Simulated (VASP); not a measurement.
# Ta (Im-3m) in VASP: notebook

Ta is run at these levels: PBE; tasks: single point, relaxation of cell and atoms.

Everything below comes from runs of VASP 6.6.1. Logs are shortened: lines on timing, memory, paths and dates and some standing lists are left out, and cuts for length are marked.

## 1. The cell of the first run

Symmetry: Im-3m, No. 229, cubic system. Conventional cell: a = 3.322 Å, b = 3.322 Å, c = 3.322 Å, α = 90.00°, β = 90.00°, γ = 90.00°. Within 3.8 Å of Ta (site symmetry m-3m) lie 14 Ta at 2.88 to 3.32 Å.

## 2. Single point, PBE

Input file INCAR:

```
SYSTEM = Ta
PREC = Accurate
ENCUT = 500
EDIFF = 1E-6
ISMEAR = -1
SIGMA = 0.05
LREAL = .FALSE.
LASPH = .TRUE.
NELM = 120
ALGO = Normal
ISIF = 2
LWAVE = .FALSE.
LCHARG = .FALSE.
GGA = PE
NBANDS = 12
GGA_COMPAT = .FALSE.
```

Input file KPOINTS:

```
regular mesh
0
G
  9 9 9
  0 0 0
```

Input file POSCAR:

```
Ta
1.0
   -1.6609750979      1.6609750979      1.6609750979
    1.6609750979     -1.6609750979      1.6609750979
    1.6609750979      1.6609750979     -1.6609750979
Ta
1
Direct
    0.0000000000      0.0000000000      0.0000000000
```

Potentials or basis: VASP PAW PBE potentials, release 64 (Ta_pv).

Launch:

```
$ cat potpaw_PBE.64/Ta_pv/POTCAR > POTCAR
$ mpirun -np 1 vasp_std > vasp.out
```

OUTCAR:

```text
SYSTEM = Ta
   PREC = Accurate
   ENCUT = 500
   EDIFF = 1E-6
   ISMEAR = -1
   LREAL = .FALSE.
   LASPH = .TRUE.
   NELM = 120
   ISIF = 2
   GGA = PE

 ion  position               nearest neighbor table
   1  0.000  0.000  0.000-

  LATTYP: Found a body centered cubic cell.
 ALAT       =     3.3219501958

  Lattice vectors:

 A1 = (  -1.6609750979,   1.6609750979,   1.6609750979)
 A2 = (   1.6609750979,  -1.6609750979,   1.6609750979)
 A3 = (   1.6609750979,   1.6609750979,  -1.6609750979)

Analysis of symmetry for initial positions (statically):
=====================================================================
 Subroutine PRICEL returns:
 Original cell was already a primitive cell.

 Routine SETGRP: Setting up the symmetry group for a
 body centered cubic supercell.

 Subroutine GETGRP returns: Found 48 space group operations
 (whereof 48 operations were pure point group operations)
 out of a pool of 48 trial point group operations.

The static configuration has the point symmetry O_h .

Analysis of symmetry for dynamics (positions and initial velocities):
=====================================================================
 Subroutine PRICEL returns:
 Original cell was already a primitive cell.

 Routine SETGRP: Setting up the symmetry group for a
 body centered cubic supercell.

 Subroutine GETGRP returns: Found 48 space group operations
 (whereof 48 operations were pure point group operations)
 out of a pool of 48 trial point group operations.

The dynamic configuration has the point symmetry O_h .

 Subroutine INISYM returns: Found 48 space group operations
 (whereof 48 operations are pure point group operations),
 and found     1 'primitive' translations

----------------------------------------------------------------------------------------

                                     Primitive cell

  volume of cell :      18.3294

  direct lattice vectors                    reciprocal lattice vectors
    -1.660975098  1.660975098  1.660975098     0.000000000  0.301027993  0.301027993
     1.660975098 -1.660975098  1.660975098     0.301027993  0.000000000  0.301027993
     1.660975098  1.660975098 -1.660975098     0.301027993  0.301027993  0.000000000

  length of vectors
     2.876893260  2.876893260  2.876893260     0.425717870  0.425717870  0.425717870

  position of ions in fractional coordinates (direct lattice)
[... 76 lines left out ...]
   NELM   =    120;   NELMIN=  2; NELMDL= -5     # of ELM steps
   EDIFF  = 0.1E-05   stopping-criterion for ELM
   LREAL  =      F    real-space projection
[... 7 lines left out ...]
   TEBEG  =    0.0;   TEEND  =   0.0 temperature during run
   PSTRESS=    0.0 pullay stress
   NELECT =      11.0000    total number of electrons
   NUPDOWN=      -1.0000    fix difference up-down
   EMIN   =  10.00;   EMAX   =-10.00  energy-range for DOS
   EFERMI =   0.00;   METHOD = LEGACY
   ISMEAR =    -1;   SIGMA  =   0.05  broadening in eV -4-tet -1-fermi 0-gaus
   EFERMI_NEDOS =   21; number of points for ismear=-14 and -15
   IALGO  =     38    algorithm
   IMIX   =      4    mixing-type and parameters
     AMIX     =   0.40;   BMIX     =  1.00
     AMIX_MAG =   1.60;   BMIX_MAG =  1.00
  volume/ion in A,a.u.               =      18.33       123.69
  Fermi-wavevector in a.u.,A,eV,Ry     =   1.380880  2.609485 25.943992  1.906830
  Thomas-Fermi vector in A             =   2.505716
   LORBIT       =      0    0 simple, 1 ext, 2 COOP (PROOUT), +10 PAW based schemes
   GGA     = PE    functional components
   LHFCALC =     F    Hartree Fock is set to
   AEXX    =    0.0000 exact exchange contribution
   IVDW    =     0    specifies the selected vdW correction
   LEPSILON=     F    determine dielectric tensor
   LRPA    =     F    only Hartree local field effects (RPA)
 non-spin polarized calculation
  energy-cutoff  :      500.00
  volume of cell :       18.33
 maximum number of plane-waves:       475
 NGX is ok and might be reduce to    24
   NGX = 11   NGY = 11   NGZ = 11

 number of electron      11.0000000 magnetization

 Free energy of the ion-electron system (eV)
  ---------------------------------------------------
  ext. energy  EPLUGINS =         0.00000000
  ---------------------------------------------------
  free energy    TOTEN  =       -11.80185098 eV

  energy without entropy =      -11.78282234  energy(sigma->0) =      -11.79233666

 E-fermi :   5.4025     XC(G=0): -12.5295

 val. band max:        5.3973621594   @ k =   0.2222   0.0000   0.0000
 cond. band min:       5.4101095525   @ k =   0.1111   0.1111   0.0000
 fundamental gap:      0.0127473931
 Fermi energy:         5.4024522569

 k-point     1 :       0.0000    0.0000    0.0000
  band No.  band energies     occupation
      1     -27.7979      2.00000
      2     -27.7979      2.00000
      3     -27.7979      2.00000
      4      -2.5034      2.00000
      5       6.0781      0.00000
      6       6.0781      0.00000
      7       6.0781      0.00000
      8       9.2900      0.00000
      9       9.2900      0.00000
     10      20.2739      0.00000
     11      20.2739      0.00000
     12      20.2739      0.00000
[... 331 lines left out ...]
 k-point    24 :      -0.4444   -0.4444    0.1111
  band No.  band energies     occupation
      1     -28.7929      2.00000
      2     -28.3268      2.00000
      3     -27.9760      2.00000
      4       2.2279      2.00000
      5       4.6226      2.00000
      6       4.7126      2.00000
      7       7.9292      0.00000
      8      11.1350      0.00000
      9      14.0052      0.00000
     10      15.8248      0.00000
     11      19.6672      0.00000
     12      19.9871      0.00000

 [... further k-points ...]

------------------------ aborting loop because EDIFF is reached ----------------------------------------

  FORCE on cell =-STRESS in cart. coord.  units (eV):
  Direction    XX          YY          ZZ          XY          YZ          ZX
  --------------------------------------------------------------------------------------
  -------------------------------------------------------------------------------------
  Total        0.0084319      0.0084319      0.0084319      0.0000000      0.0000000     -0.0000000
  in kB        0.7370355      0.7370355      0.7370355      0.0000000      0.0000000     -0.0000000
  external PRESSURE =       0.7370355 kB  Pullay stress =       0.0000000 kB

 VOLUME and BASIS-vectors are now :
 -----------------------------------------------------------------------------
  energy-cutoff  :      500.00
  volume of cell :       18.33
      direct lattice vectors                 reciprocal lattice vectors
    -1.660975098  1.660975098  1.660975098     0.000000000  0.301027993  0.301027993
     1.660975098 -1.660975098  1.660975098     0.301027993  0.000000000  0.301027993
     1.660975098  1.660975098 -1.660975098     0.301027993  0.301027993  0.000000000

 POSITION                                       TOTAL-FORCE (eV/Angst)
 -----------------------------------------------------------------------------------
      0.00000      0.00000      0.00000        -0.000000      0.000000     -0.000000
 -----------------------------------------------------------------------------------
    total drift:                                0.000000      0.000000      0.000000

  FREE ENERGIE OF THE ION-ELECTRON SYSTEM (eV)
  ---------------------------------------------------
  free  energy   TOTEN  =       -11.8018509817 eV

  energy  without entropy=      -11.7828223407  energy(sigma->0) =      -11.79233666
```

Run time: 11 s. Hardware: 1 thread of Intel Xeon 8259CL, shared host; peak memory 0.14 GiB.

Results:

- Free energy: -11.8019 eV
- Pressure: 0.1 GPa
- Band gap on the k mesh: zero (an odd number of electrons rules out a gap without spin polarisation)

Levels at points of the mesh, in eV from the Fermi level:
```
           k point  band 2  band 3  band 4  band 5  band 6  band 7  band 8  band 9
(0.00, 0.00, 0.00)  -33.20  -33.20   -7.91    0.68    0.68    0.68    3.89    3.89
```

Caveat: spin-orbit coupling is left out, which moves the levels of the heavy elements.

## 3. Relaxation of cell and atoms, PBE

This run uses another cell than the first one, of 18.01 Å³/atom.

Input file INCAR:

```
PREC     = Accurate       # precision mode
ENCUT    = 500            # plane-wave cutoff, eV
EDIFF    = 1E-7           # SCF threshold, eV
ISMEAR   = -1             # smearing method
SIGMA    = 0.05           # smearing width, eV
LREAL    = F              # projectors in reciprocal space
LASPH    = T              # aspherical terms in the spheres
NELM     = 120            # most SCF steps
ALGO     = Normal         # electronic algorithm
ISIF     = 3              # what is computed and relaxed
LWAVE    = F              # write WAVECAR
LCHARG   = F              # write CHGCAR
GGA      = PE             # functional
IBRION   = 2              # ionic algorithm
NSW      = 80             # ionic steps
EDIFFG   = -0.02          # ionic threshold
GGA_COMPAT= F            
NELMIN   = 4
```

Input file KPOINTS:

```
regular mesh
0
Gamma
  9 9 9
```

Input file POSCAR:

```
Ta
1.0
   -1.6512800000      1.6512800000      1.6512800000
    1.6512800000     -1.6512800000      1.6512800000
    1.6512800000      1.6512800000     -1.6512800000
Ta
1
Direct
    0.0000000000      0.0000000000      0.0000000000
```

Potentials or basis: VASP PAW PBE potentials, release 64 (Ta_pv).

Launch:

```
$ cat potpaw_PBE.64/Ta_pv/POTCAR > POTCAR
$ mpirun -np 1 vasp_std > vasp.out
```

Run time: 24 s. Hardware: 1 thread of Intel Xeon 8259CL, shared host; peak memory 0.15 GiB.

Results (log left out):

- Free energy: -11.8017 eV
- Relaxed volume: 18.34 Å³/atom
- Relaxed cell: a = 2.877 Å, b = 2.877 Å, c = 2.877 Å, α = 109.47°, β = 109.47°, γ = 109.47°
- Space group after relaxing (to 0.1 Å): Im-3m (No. 229)
- Energy gained by relaxing: 3.3 meV/atom
- Ionic steps: 3
- Pressure after relaxing: 0.0 GPa
- Band gap on the k mesh: zero (an odd number of electrons rules out a gap without spin polarisation)

The path:
| step | energy change (eV) | largest force (eV/Å) | pressure (GPa) | volume (Å³) |
| --- | --- | --- | --- | --- |
| 1 | 0.0000 | 0.0000 | 3.33 | 18.01 |
| 2 | 0.0096 | 0.0000 | -6.08 | 19.00 |
| 3 | -0.0033 | 0.0000 | -0.03 | 18.34 |

Final structure:
```yaml
crystal:
  lattice:
    - [-1.66132, 1.66132, 1.66132]
    - [1.66132, -1.66132, 1.66132]
    - [1.66132, 1.66132, -1.66132]
  atoms:
    - { symbol: Ta, position: [0.00000, 0.00000, 0.00000] }
```

Levels at points of the mesh, in eV from the Fermi level:
```
           k point  band 2  band 3  band 4  band 5  band 6  band 7  band 8  band 9
(0.00, 0.00, 0.00)  -33.20  -33.20   -7.90    0.68    0.68    0.68    3.89    3.89
```

Caveat: spin-orbit coupling is left out, which moves the levels of the heavy elements.
